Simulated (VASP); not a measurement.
Input of a VASP 6.6.1 run:

The input INCAR:

```
SYSTEM = Os
ALGO     = Normal         ! electronic algorithm
EDIFF    = 1E-6           ! SCF threshold, eV
ENCUT    = 600            ! plane-wave cutoff, eV
GGA      = PE             ! functional
GGA_COMPAT= .FALSE.      
ISIF     = 2              ! what is computed and relaxed
ISMEAR   = -1             ! smearing method
LASPH    = .TRUE.         ! aspherical terms in the spheres
LCHARG   = .FALSE.        ! write CHGCAR
LREAL    = .FALSE.        ! projectors in reciprocal space
LWAVE    = .FALSE.        ! write WAVECAR
NBANDS   = 10             ! bands
NELM     = 120            ! most SCF steps
PREC     = Accurate       ! precision mode
SIGMA    = 0.041          ! smearing width, eV
```

File KPOINTS:

```
k-points
0
G
  10 10 10
  0 0 0
```

Contents of POSCAR:

```
Os
1.0
    0.0000000000      1.9220413878      1.9220413878
    1.9220413878      0.0000000000      1.9220413878
    1.9220413878      1.9220413878      0.0000000000
Os
1
Direct
    0.0000000000      0.0000000000      0.0000000000
```

Potentials or basis: VASP PAW PBE potentials, release 64 (Os).

Command:

```bash
$ cat potpaw_PBE.64/Os/POTCAR > POTCAR
$ mpirun -np 1 vasp_std > vasp.out
```

Estimate the pressure.

4.4 GPa.

What does it give for the band gap on the k mesh?

Zero (bands 4 and 5 overlap by 3.89 eV).

Caveat: the cell stands under pressure; spin-orbit coupling is left out, which moves the levels of the heavy elements.
